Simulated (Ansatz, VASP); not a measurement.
Two plane-wave programs on Al6H

Contents of INCAR:

```
SYSTEM = Al6H
PREC = Accurate ; ENCUT = 520
EDIFF = 1E-6 ; ISMEAR = 0
SIGMA = 0.1 ; LREAL = .FALSE.
LASPH = .TRUE. ; NELM = 100
ALGO = Normal ; ISIF = 2
LWAVE = .FALSE. ; LCHARG = .TRUE.
LDIPOL = .TRUE. ; IDIPOL = 3
DIPOL = 0.5 0.5 0.293 ; GGA = PE
LELF = .TRUE. ; LVHAR = .TRUE.
LVACPOTAV = .TRUE. ; NBANDS = 32
```

The input KPOINTS:

```
Automatic mesh
0
G
  5 5 1
  0 0 0
```

The input POSCAR:

```
Al6H
1.0
    5.7135165837      0.0000000000      0.0000000000
    0.0000000000      5.7135165837      0.0000000000
    0.0000000000      0.0000000000     22.1746954375
Al H
12 2
Direct
    0.2500000000      0.2500000000      0.1803857921
    0.2500000000      0.7500000000      0.1803857921
    0.7500000000      0.2500000000      0.1803857921
    0.7500000000      0.7500000000      0.1803857921
    0.0000000000      0.0000000000      0.2744050924
    0.0000000000      0.5000000000      0.2744050924
    0.5000000000      0.0000000000      0.2744050924
    0.5000000000      0.5000000000      0.2744050924
    0.2500000000      0.2500000000      0.3686497278
    0.2500000000      0.7500000000      0.3686497278
    0.7500000000      0.2500000000      0.3686497278
    0.7500000000      0.7500000000      0.3686497278
    0.0000000000     -0.0804233248      0.4033739928
    0.0000000000      0.0804233248      0.4033739928
```

Input for Ansatz:

```yaml
crystal:
  lattice:
    - [5.7135165837, 0.0, 0.0]
    - [0.0, 5.7135165837, 0.0]
    - [0.0, 0.0, 22.1746954375]
  atoms:
    - { symbol: Al, position: [0.25, 0.25, 0.1803857921] }
    - { symbol: Al, position: [0.25, 0.75, 0.1803857921] }
    - { symbol: Al, position: [0.75, 0.25, 0.1803857921] }
    - { symbol: Al, position: [0.75, 0.75, 0.1803857921] }
    - { symbol: Al, position: [0.0, 0.0, 0.2744050924] }
    - { symbol: Al, position: [0.0, 0.5, 0.2744050924] }
    - { symbol: Al, position: [0.5, 0.0, 0.2744050924] }
    - { symbol: Al, position: [0.5, 0.5, 0.2744050924] }
    - { symbol: Al, position: [0.25, 0.25, 0.3686497278] }
    - { symbol: Al, position: [0.25, 0.75, 0.3686497278] }
    - { symbol: Al, position: [0.75, 0.25, 0.3686497278] }
    - { symbol: Al, position: [0.75, 0.75, 0.3686497278] }
    - { symbol: H, position: [0.0, -0.0804233248, 0.4033739928] }
    - { symbol: H, position: [0.0, 0.0804233248, 0.4033739928] }
basis:
  ecutwfc: 420
kpoints:
  mp_grid: { grid: [5, 5, 1] }
hamiltonian:
  xc: pbe
  pseudopotentials: { kind: paw, azcp: { folder: soft_1 } }
scf:
  occupations: { method: gaussian, width: 0.1 }
output:
  forces: true
  eigenvalues: true
  write_density: true
  write_potential: true
  elf: true
  volumetric_format: npy
efield:
  axis: 3
  dipole_correction: true
  ramp_width: 0.04
```

Alike in both runs: task single point; functional PBE; k mesh 5 × 5 × 1; occupations gaussian, width 0.1 eV; no spin polarisation.

|  | VASP | Ansatz |
| --- | --- | --- |
| version | VASP 6.6.1 | Ansatz 0.2.0 |
| potentials or method | VASP PAW PBE potentials, release 64 (Al, H), cutoff 520 eV | scalar-relativistic, plane waves, PAW |
| valence electrons in the cell | 38 | 38 |

Ansatz gave:

* gap on the k mesh at the Fermi level (eV): none
* rms of the force components (eV/Å): 0.394
* work function, face that differs most (eV): 4.42

Problem. Estimate VASP's values.

Solution. gap on the k mesh at the Fermi level (eV): none; rms of the force components (eV/Å): 0.393; work function, face that differs most (eV): 4.42.

Atom by atom the forces differ by 0.001 eV/Å (rms over components). A gap of «none» marks a metal or a gap that the smearing closes. The functional is the same, so the differences come from potentials, cutoffs and numerics. Ansatz's warnings: xc potential rough in thin density.
